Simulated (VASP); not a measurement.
# W (P6_3/mmc) in VASP: notebook, part 2 of 2

VASP 6.6.1. Earlier steps stand in the parts before.

## 3. Single point, PBE

INCAR

```
PREC = Accurate ; ENCUT = 520
EDIFF = 1E-6 ; ISMEAR = 0
SIGMA = 0.05 ; LREAL = F
LASPH = T ; NELM = 80
ALGO = Normal ; ISIF = 2
LWAVE = F ; LCHARG = F
GGA = PE ; NBANDS = 21
```

KPOINTS

```
Automatic mesh
0
Gamma
  18 18 10
```

POSCAR

```
W
1.0
    2.7763887093      0.0000000000      0.0000000000
   -1.3881943546      2.4044231531      0.0000000000
    0.0000000000      0.0000000000      4.9509349317
W
2
Direct
    0.3333333333      0.6666666667      0.7500000000
    0.6666666667      0.3333333333      0.2500000000
```

Potentials or basis: VASP PAW PBE potentials, release 64 (W_sv).

On the command line:

```sh
cat potpaw_PBE.64/W_sv/POTCAR > POTCAR
mpirun -np 1 vasp_std > vasp.out
```

OUTCAR:

```text
PREC = Accurate
   ENCUT = 520
   EDIFF = 1E-6
   ISMEAR = 0
   LREAL = F
   LASPH = T
   NELM = 80
   ISIF = 2
   GGA = PE

 ion  position               nearest neighbor table
   1  0.333  0.667  0.750-   2 2.95   2 2.95   2 2.95   2 2.95   2 2.95   2 2.95
   2  0.667  0.333  0.250-   1 2.95   1 2.95   1 2.95   1 2.95   1 2.95   1 2.95

  LATTYP: Found a hexagonal cell.
 ALAT       =     2.7763887093
 C/A-ratio  =     1.7832283049

  Lattice vectors:

 A1 = (   2.7763887093,   0.0000000000,   0.0000000000)
 A2 = (  -1.3881943546,   2.4044231531,   0.0000000000)
 A3 = (   0.0000000000,   0.0000000000,   4.9509349317)

Analysis of symmetry for initial positions (statically):
=====================================================================
 Subroutine PRICEL returns:
 Original cell was already a primitive cell.

 Routine SETGRP: Setting up the symmetry group for a
 hexagonal supercell.

 Subroutine GETGRP returns: Found 24 space group operations
 (whereof 12 operations were pure point group operations)
[... 161 lines left out ...]
  ext. energy  EPLUGINS =         0.00000000
  ---------------------------------------------------
  free energy    TOTEN  =       -24.90762234 eV

  energy without entropy =      -24.90470377  energy(sigma->0) =      -24.90616306

 E-fermi :  10.4812     XC(G=0): -13.3889

 val. band max:       10.4767836679   @ k =   0.1111  -0.0000   0.2000
 cond. band min:      10.4816436032   @ k =   0.2778   0.2778   0.1000
 fundamental gap:      0.0048599352
 Fermi energy:        10.4812207407

 k-point     1 :       0.0000    0.0000    0.0000
  band No.  band energies     occupation
      1     -63.2957      2.00000
      2     -63.2271      2.00000
      3     -28.0033      2.00000
      4     -27.1133      2.00000
      5     -26.9162      2.00000
      6     -26.9162      2.00000
[... 565 lines left out ...]
     20      19.4840      0.00000
     21      20.3694      0.00000

 [... further k-points ...]

------------------------ aborting loop because EDIFF is reached ----------------------------------------

  FORCE on cell =-STRESS in cart. coord.  units (eV):
  Direction    XX          YY          ZZ          XY          YZ          ZX
  --------------------------------------------------------------------------------------
  -------------------------------------------------------------------------------------
  Total        0.1047701      0.1047701      0.0675655      0.0000000     -0.0000000     -0.0000000
  in kB        5.0789007      5.0789007      3.2753464      0.0000000     -0.0000000     -0.0000000
  external PRESSURE =       4.4777159 kB  Pullay stress =       0.0000000 kB

 VOLUME and BASIS-vectors are now :
 -----------------------------------------------------------------------------
  energy-cutoff  :      520.00
  volume of cell :       33.05
      direct lattice vectors                 reciprocal lattice vectors
     2.776388709  0.000000000  0.000000000     0.360180113  0.207950085  0.000000000
    -1.388194355  2.404423153  0.000000000     0.000000000  0.415900171  0.000000000
     0.000000000  0.000000000  4.950934932     0.000000000  0.000000000  0.201982053

 POSITION                                       TOTAL-FORCE (eV/Angst)
 -----------------------------------------------------------------------------------
     -0.00000      1.60295      3.71320         0.000000      0.000000      0.000000
      1.38819      0.80147      1.23773        -0.000000     -0.000000      0.000000
 -----------------------------------------------------------------------------------
    total drift:                               -0.000000      0.000000     -0.000000

  FREE ENERGIE OF THE ION-ELECTRON SYSTEM (eV)
  ---------------------------------------------------
  free  energy   TOTEN  =       -24.9076223396 eV

  energy  without entropy=      -24.9047037736  energy(sigma->0) =      -24.90616306
```

OSZICAR:

```text
N       E                     dE             d eps       ncg     rms          rms(c)
DAV:   1     0.295106951288E+03    0.29511E+03   -0.17277E+04  9348   0.156E+03
DAV:   2    -0.164667743077E+02   -0.31157E+03   -0.30419E+03 10060   0.465E+02
DAV:   3    -0.260444620274E+02   -0.95777E+01   -0.93814E+01 10746   0.823E+01
DAV:   4    -0.261398376029E+02   -0.95376E-01   -0.95314E-01  9929   0.873E+00
DAV:   5    -0.261408486140E+02   -0.10110E-02   -0.10110E-02 10498   0.917E-01    0.269E+01
DAV:   6    -0.251642277043E+02    0.97662E+00   -0.12207E+00 10043   0.106E+01    0.105E+01
DAV:   7    -0.249164224501E+02    0.24781E+00   -0.63226E-01 10445   0.698E+00    0.740E-01
DAV:   8    -0.249077757757E+02    0.86467E-02   -0.12466E-02  9509   0.110E+00    0.127E-01
DAV:   9    -0.249076211584E+02    0.15462E-03   -0.44518E-04 11299   0.179E-01    0.614E-02
DAV:  10    -0.249076229270E+02   -0.17686E-05   -0.26783E-05  9802   0.478E-02    0.732E-03
DAV:  11    -0.249076223396E+02    0.58739E-06   -0.49308E-06  9944   0.201E-02
   1 F= -.24907622E+02 E0= -.24906163E+02  d E =-.291857E-02
```

stdout:

```text
POSCAR found type information on POSCAR W
 POSCAR found :  1 types and       2 ions
 scaLAPACK will be used
 LDA part: xc-table for (Slater+PW92), standard interpolation
 POSCAR, INCAR and KPOINTS ok, starting setup
 FFT: planning ... GRIDC
 FFT: planning ... GRID_SOFT
 FFT: planning ... GRID
 WAVECAR not read
 entering main loop
```

Run time: 1.9 min. Hardware: 1 thread of Intel Xeon 8259CL, shared host; peak memory 0.25 GiB.

Results:

```
Free energy            : -24.9076 eV
Pressure               : 0.4 GPa
Band gap on the k mesh : zero (bands 14 and 15 overlap by 1.66 eV)
```

Stress tensor (GPa, compression positive):
```
0.51 0.00 0.00
0.00 0.51 0.00
0.00 0.00 0.33
```

Levels at points of the mesh, in eV from the Fermi level:
```csv
k point,band 12,band 13,band 14,band 15,band 16,band 17
"(0.00, 0.00, 0.00)",-0.41,-0.41,-0.31,0.16,0.16,2.01
"(0.50, 0.00, 0.00)",-1.27,-0.90,-0.37,-0.14,4.64,5.65
"(0.00, 0.00, 0.50)",-2.12,-0.37,-0.37,-0.37,-0.37,3.50
"(0.50, 0.00, 0.50)",-3.41,1.25,1.25,1.68,1.68,4.97
```

Caveat: spin-orbit coupling is left out, which moves the levels of the heavy elements.

## 4. Relaxation of cell and atoms, PBE

This run uses another cell than the first one, of 15.78 Å³/atom.

INCAR

```
SYSTEM = W
  ALGO = Normal
  EDIFF = 1E-6
  EDIFFG = -0.01
  ENCUT = 600
  GGA = PE
  IBRION = 2
  ISIF = 3
  ISMEAR = 0
  LASPH = .TRUE.
  LCHARG = .FALSE.
  LREAL = .FALSE.
  LWAVE = .FALSE.
  NELM = 80
  NSW = 80
  PREC = Accurate
  SIGMA = 0.05
```

KPOINTS

```
k-points
0
G
  18 18 10
  0 0 0
```

POSCAR

```
W
1.0
    2.8150416393      0.0000000000      0.0000000000
   -1.4075208196      2.4378975723      0.0000000000
    0.0000000000      0.0000000000      4.5979013441
W
2
Direct
    0.3333333333      0.6666666667      0.7500000000
    0.6666666667      0.3333333333      0.2500000000
```

On the command line:

```sh
cat potpaw_PBE.64/W_sv/POTCAR > POTCAR
mpirun -np 1 vasp_std > vasp.out
```

It took 11 min on 1 thread of Intel Xeon 8259CL, shared host; peak memory 0.28 GiB.

It converged, with:

| Property | Result |
| --- | --- |
| Free energy | -24.9073 eV |
| Relaxed volume | 16.56 Å³/atom |
| Relaxed cell | a = 2.779 Å, b = 2.779 Å, c = 4.952 Å, α = 90.00°, β = 90.00°, γ = 120.00° |
| Space group after relaxing (to 0.1 Å) | P6_3/mmc (No. 194) |
| Energy gained by relaxing | 92.2 meV/atom |
| Ionic steps | 8 |
| Pressure after relaxing | -0.1 GPa |
| Band gap on the k mesh | zero (bands 14 and 15 overlap by 1.65 eV) |

Step by step:
```csv
step,energy change (eV),largest force (eV/Å),pressure (GPa),volume (Å³)
1,0.0000,0.0000,12.94,31.55
2,0.2811,0.0000,-28.30,37.68
3,-0.0974,0.0000,-4.75,33.52
4,-0.1639,0.0000,-2.16,33.53
5,-0.1795,0.0000,-3.46,33.55
6,-0.1795,0.0000,-3.57,33.55
7,-0.1552,0.0000,9.37,32.09
8,-0.1844,0.0000,-0.07,33.12
```

Final structure:
```
W
1.0
     2.77885    0.00000    0.00000
    -1.38943    2.40656    0.00000
     0.00000    0.00000    4.95233
W
2
Direct
  0.33333 0.66667 0.75000
  0.66667 0.33333 0.25000
```

Levels at points of the mesh, in eV from the Fermi level:
```csv
k point,band 10,band 11,band 12,band 13,band 14,band 15,band 16,band 17,band 18
"(0.00, 0.00, 0.00)",-5.85,-1.67,-0.41,-0.41,-0.31,0.16,0.16,2.01,2.01
"(0.50, 0.00, 0.00)",-4.93,-4.38,-1.26,-0.90,-0.37,-0.14,4.63,5.63,5.93
"(0.00, 0.00, 0.50)",-7.09,-2.11,-2.11,-0.36,-0.36,-0.36,-0.36,3.49,3.49
"(0.50, 0.00, 0.50)",-5.33,-3.40,-3.40,1.24,1.24,1.68,1.68,4.96,4.96
```

Caveat: spin-orbit coupling is left out, which moves the levels of the heavy elements.
